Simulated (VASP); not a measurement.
# Si (Imma) in VASP: further runs, part 2 of 2

VASP 6.6.1.

## (3) Single point, r2SCAN (strain +0.0150 x Voigt [0, 0, 0, 0, 1, 0])

Input file POSCAR:

```
Si
1.0
    0.0203660250      2.7154700000      2.7154700000
    2.7358360250      0.0000000000      2.7358360250
    2.7154700000      2.7154700000      0.0203660250
Si
2
Direct
    0.5000000000      0.5000000000      0.5000000000
    0.7500000000      0.7500000000      0.7500000000
```

Input file INCAR.step1:

```
  PREC = Accurate
  ENCUT = 520
  ISMEAR = 0
  SIGMA = 0.05
  LREAL = False
  LASPH = True
  NELM = 100
  NBANDS = 11
  GGA = PE
  ALGO = Normal
  EDIFF = 1E-4
  LWAVE = True
  LCHARG = False
```

Input file INCAR.step2:

```
  PREC = Accurate
  ENCUT = 520
  EDIFF = 1E-7
  ISMEAR = 0
  SIGMA = 0.05
  LREAL = False
  LASPH = True
  NELM = 100
  ALGO = Normal
  ISIF = 2
  LWAVE = False
  LCHARG = True
  METAGGA = R2SCAN
  LMIXTAU = True
  LELF = True
  LVHAR = True
  NBANDS = 11
  ISTART = 1
```

Input file KPOINTS:

```
Automatic mesh
0
Gamma
  10 10 10
```

Potentials or basis: VASP PAW PBE potentials, release 64 (Si).

Run with:

```console
$ cat potpaw_PBE.64/Si/POTCAR > POTCAR
$ cp INCAR.step1 INCAR
$ mpirun -np 1 vasp_std > vasp.out
$ cp INCAR.step2 INCAR
$ mpirun -np 1 vasp_std > vasp.out
```

Run time: 6 min. Hardware: 1 thread of Intel Xeon 8259CL, shared host; peak memory 0.17 GiB.

It converged, with:

```yaml
Free_energy: -17.5465 eV
Pressure: 0.5 GPa
Largest_force: 0.146 eV/Å
Band_gap_on_the_k_mesh: 0.75 eV (least direct gap 2.62 eV)
```

Forces in eV/Å, atoms in the order of the input:
```
Si   0.000  0.146  0.000
Si   0.000 -0.146  0.000
```

Stress tensor (GPa, compression positive):
```
 0.51  0.00 -1.65
 0.00  0.50  0.00
-1.65  0.00  0.51
```

Levels at points of the mesh, in eV from the valence-band top:
| k point | band 1 | band 2 | band 3 | band 4 | band 5 | band 6 | band 7 | band 8 | band 9 |
| --- | --- | --- | --- | --- | --- | --- | --- | --- | --- |
| (0.00, 0.00, 0.00) | -12.55 | -0.04 | -0.02 | 0.00 | 2.62 | 2.72 | 2.86 | 3.99 | 8.11 |
| (0.50, 0.00, 0.00) | -10.04 | -7.30 | -1.33 | -1.32 | 1.79 | 3.48 | 3.61 | 8.27 | 11.08 |
| (0.00, 0.50, 0.00) | -10.15 | -7.27 | -1.26 | -1.25 | 1.94 | 3.53 | 3.66 | 8.37 | 11.04 |
| (0.50, 0.50, 0.00) | -8.18 | -8.18 | -3.03 | -3.03 | 0.90 | 0.90 | 10.85 | 10.85 | 11.60 |
| (0.50, 0.00, 0.50) | -8.24 | -8.11 | -3.11 | -2.95 | 0.81 | 0.99 | 10.82 | 10.91 | 11.60 |

Caveat: the cell differs from its parent crystal (strain +0.0150 x Voigt [0, 0, 0, 0, 1, 0]); the PAW data sets were made with another functional, which shifts forces and pressure a little.

## (4) Single point, r2SCAN (strain -0.0100 x Voigt [0, 0, 0, 0, 1, 0])

Input file POSCAR:

```
Si
1.0
   -0.0135773500      2.7154700000      2.7154700000
    2.7018926500      0.0000000000      2.7018926500
    2.7154700000      2.7154700000     -0.0135773500
Si
2
Direct
    0.5000000000      0.5000000000      0.5000000000
    0.7500000000      0.7500000000      0.7500000000
```

Input file INCAR.step1:

```
SYSTEM = Si
ALGO = Normal
EDIFF = 1E-4
ENCUT = 520
GGA = PE
ISMEAR = 0
LASPH = .TRUE.
LCHARG = .FALSE.
LREAL = .FALSE.
LWAVE = .TRUE.
NBANDS = 11
NELM = 100
PREC = Accurate
SIGMA = 0.05
```

Input file INCAR.step2:

```
SYSTEM = Si
ALGO = Normal
EDIFF = 1E-7
ENCUT = 520
ISIF = 2
ISMEAR = 0
ISTART = 1
LASPH = .TRUE.
LCHARG = .FALSE.
LMIXTAU = .TRUE.
LREAL = .FALSE.
LWAVE = .FALSE.
METAGGA = R2SCAN
NBANDS = 11
NELM = 100
PREC = Accurate
SIGMA = 0.05
```

Input file KPOINTS:

```
k-points
0
G
  10 10 10
  0 0 0
```

Run with:

```console
$ cat potpaw_PBE.64/Si/POTCAR > POTCAR
$ cp INCAR.step1 INCAR
$ mpirun -np 1 vasp_std > vasp.out
$ cp INCAR.step2 INCAR
$ mpirun -np 1 vasp_std > vasp.out
```

It took 5.5 min on 1 thread of Intel Xeon 8259CL, shared host; peak memory 0.17 GiB.

The run converged. Its results:

```yaml
Free_energy: -17.5482 eV
Pressure: 0.5 GPa
Largest_force: 0.097 eV/Å
Band_gap_on_the_k_mesh: 0.76 eV (least direct gap 2.67 eV)
```

Forces in eV/Å, atoms in the order of the input:
```
Si   0.000 -0.097  0.000
Si   0.000  0.097  0.000
```

Stress tensor (GPa, compression positive):
```
0.49 0.00 1.10
0.00 0.48 0.00
1.10 0.00 0.49
```

Levels at points of the mesh, in eV from the valence-band top:
```csv
k point,band 1,band 2,band 3,band 4,band 5,band 6,band 7,band 8
"(0.00, 0.00, 0.00)",-12.54,-0.02,-0.01,0.00,2.67,2.74,2.83,3.99
"(0.50, 0.00, 0.00)",-10.12,-7.27,-1.26,-1.26,1.92,3.55,3.64,8.36
"(0.00, 0.50, 0.00)",-10.05,-7.29,-1.31,-1.31,1.82,3.51,3.60,8.29
"(0.50, 0.50, 0.00)",-8.17,-8.17,-3.02,-3.02,0.91,0.91,10.86,10.86
"(0.50, 0.00, 0.50)",-8.21,-8.13,-3.08,-2.97,0.85,0.97,10.84,10.90
```

Caveat: the cell differs from its parent crystal (strain -0.0100 x Voigt [0, 0, 0, 0, 1, 0]); the PAW data sets were made with another functional, which shifts forces and pressure a little. A k mesh can miss the band edges.

## (5) Single point, r2SCAN (strain +0.0050 x Voigt [0, 0, 0, 0, 1, 0])

Input file POSCAR:

```
Si
1.0
    0.0067886750      2.7154700000      2.7154700000
    2.7222586750      0.0000000000      2.7222586750
    2.7154700000      2.7154700000      0.0067886750
Si
2
Direct
    0.5000000000      0.5000000000      0.5000000000
    0.7500000000      0.7500000000      0.7500000000
```

Input file INCAR.step1:

```
SYSTEM = Si
ALGO = Normal
EDIFF = 1E-4
ENCUT = 520
GGA = PE
ISMEAR = 0
LASPH = .True.
LCHARG = .False.
LREAL = .False.
LWAVE = .True.
NBANDS = 11
NELM = 100
PREC = Accurate
SIGMA = 0.05
```

Input file INCAR.step2:

```
SYSTEM = Si
ALGO = Normal
EDIFF = 1E-6
ENCUT = 520
ISIF = 2
ISMEAR = 0
ISTART = 1
LASPH = .True.
LCHARG = .False.
LMIXTAU = .True.
LREAL = .False.
LWAVE = .False.
METAGGA = R2SCAN
NBANDS = 11
NELM = 100
PREC = Accurate
SIGMA = 0.05
```

Input file KPOINTS:

```
k-points
0
Gamma
  10 10 10
  0 0 0
```

Run with:

```console
$ cat potpaw_PBE.64/Si/POTCAR > POTCAR
$ cp INCAR.step1 INCAR
$ mpirun -np 1 vasp_std > vasp.out
$ cp INCAR.step2 INCAR
$ mpirun -np 1 vasp_std > vasp.out
```

Run time: 6.1 min. Hardware: 1 thread of Intel Xeon 8259CL, shared host; peak memory 0.17 GiB.

It converged, with:

```yaml
Free_energy: -17.5493 eV
Pressure: 0.5 GPa
Largest_force: 0.049 eV/Å
Band_gap_on_the_k_mesh: 0.77 eV (least direct gap 2.71 eV)
```

Forces in eV/Å, atoms in the order of the input:
```
Si   0.000  0.049  0.000
Si   0.000 -0.049  0.000
```

Stress tensor (GPa, compression positive):
```
 0.49  0.00 -0.55
 0.00  0.48  0.00
-0.55  0.00  0.49
```

Levels at points of the mesh, in eV from the valence-band top:
| k point | band 2 | band 3 | band 4 | band 5 | band 6 | band 7 |
| --- | --- | --- | --- | --- | --- | --- |
| (0.00, 0.00, 0.00) | -0.01 | -0.01 | 0.00 | 2.71 | 2.75 | 2.79 |
| (0.50, 0.00, 0.00) | -7.28 | -1.29 | -1.29 | 1.85 | 3.55 | 3.60 |
| (0.00, 0.50, 0.00) | -7.27 | -1.27 | -1.27 | 1.90 | 3.57 | 3.61 |
| (0.50, 0.50, 0.00) | -8.16 | -3.02 | -3.02 | 0.92 | 0.92 | 10.87 |
| (0.50, 0.00, 0.50) | -8.14 | -3.04 | -2.99 | 0.88 | 0.95 | 10.86 |

Caveat: the cell differs from its parent crystal (strain +0.0050 x Voigt [0, 0, 0, 0, 1, 0]); the PAW data sets were made with another functional, which shifts forces and pressure a little.

## (6) Single point, r2SCAN (strain +0.0175 x Voigt [0, 0, 0, 0, 1, 0])

Input file POSCAR:

```
Si
1.0
    0.0237603625      2.7154700000      2.7154700000
    2.7392303625      0.0000000000      2.7392303625
    2.7154700000      2.7154700000      0.0237603625
Si
2
Direct
    0.5000000000      0.5000000000      0.5000000000
    0.7500000000      0.7500000000      0.7500000000
```

Input file INCAR.step1:

```
PREC = Accurate ; ENCUT = 520
ISMEAR = 0 ; SIGMA = 0.05
LREAL = False ; LASPH = True
NELM = 80 ; NBANDS = 11
GGA = PE ; ALGO = Normal
EDIFF = 1E-4 ; LWAVE = True
LCHARG = False
```

Input file INCAR.step2:

```
PREC = Accurate ; ENCUT = 520
EDIFF = 1E-6 ; ISMEAR = 0
SIGMA = 0.05 ; LREAL = False
LASPH = True ; NELM = 80
ALGO = Normal ; ISIF = 2
LWAVE = False ; LCHARG = True
METAGGA = R2SCAN ; LMIXTAU = True
LELF = True ; LVHAR = True
NBANDS = 11 ; ISTART = 1
```

Input file KPOINTS:

```
regular mesh
0
Gamma
  10 10 10
```

Potentials or basis: VASP PAW PBE potentials, release 64 (Si).

Run with:

```console
$ cat potpaw_PBE.64/Si/POTCAR > POTCAR
$ cp INCAR.step1 INCAR
$ mpirun -np 1 vasp_std > vasp.out
$ cp INCAR.step2 INCAR
$ mpirun -np 1 vasp_std > vasp.out
```

It took 5.3 min on 1 thread of Intel Xeon 8259CL, shared host; peak memory 0.17 GiB.

Results (log left out):

```yaml
Free_energy: -17.5454 eV
Pressure: 0.5 GPa
Largest_force: 0.170 eV/Å
Band_gap_on_the_k_mesh: 0.75 eV (least direct gap 2.60 eV)
```

Forces on the atoms (eV/Å):
```
Si   0.000  0.170  0.000
Si   0.000 -0.170  0.000
```

Stress tensor (GPa, compression positive):
```
 0.52  0.00 -1.92
 0.00  0.51  0.00
-1.92  0.00  0.52
```

Levels at points of the mesh, in eV from the valence-band top:
```csv
k point,band 1,band 2,band 3,band 4,band 5,band 6,band 7,band 8,band 9
"(0.00, 0.00, 0.00)",-12.55,-0.04,-0.03,0.00,2.60,2.71,2.88,4.00,8.10
"(0.50, 0.00, 0.00)",-10.03,-7.31,-1.34,-1.33,1.77,3.46,3.62,8.26,11.06
"(0.00, 0.50, 0.00)",-10.16,-7.28,-1.25,-1.25,1.95,3.52,3.68,8.38,11.02
"(0.50, 0.50, 0.00)",-8.18,-8.18,-3.03,-3.03,0.90,0.90,10.84,10.84,11.59
"(0.50, 0.00, 0.50)",-8.26,-8.11,-3.13,-2.94,0.79,1.01,10.81,10.92,11.59
```

Caveat: the cell differs from its parent crystal (strain +0.0175 x Voigt [0, 0, 0, 0, 1, 0]); the PAW data sets were made with another functional, which shifts forces and pressure a little.

## (7) Overview

```tsv
cell	gap on the mesh (eV)	pressure (GPa)	largest force (eV/Å)
a = 3.840, b = 3.802 Å, angles 60.3, 60.7, 60.3°, 2 atoms	0.74	0.5	0.19
a = 3.840, b = 3.869 Å, angles 59.8, 59.5, 59.8°, 2 atoms	0.75	0.5	0.15
a = 3.840, b = 3.821 Å, angles 60.2, 60.3, 60.2°, 2 atoms	0.76	0.5	0.10
a = 3.840, b = 3.850 Å, angles 59.9, 59.8, 59.9°, 2 atoms	0.77	0.5	0.05
a = 3.840, b = 3.874 Å, angles 59.7, 59.4, 59.7°, 2 atoms	0.75	0.5	0.17
```

Alike in all rows: task single point; level r2SCAN; potentials or basis VASP PAW PBE potentials, release 64 (Si); no spin polarisation; k mesh 10 × 10 × 10; cutoff (eV) 520; smearing gaussian 0.05 eV.

Caveats: the PAW data sets were made with another functional, which shifts forces and pressure a little.

Total energies depend on the potentials used, so only differences within one code and one set of settings carry meaning.
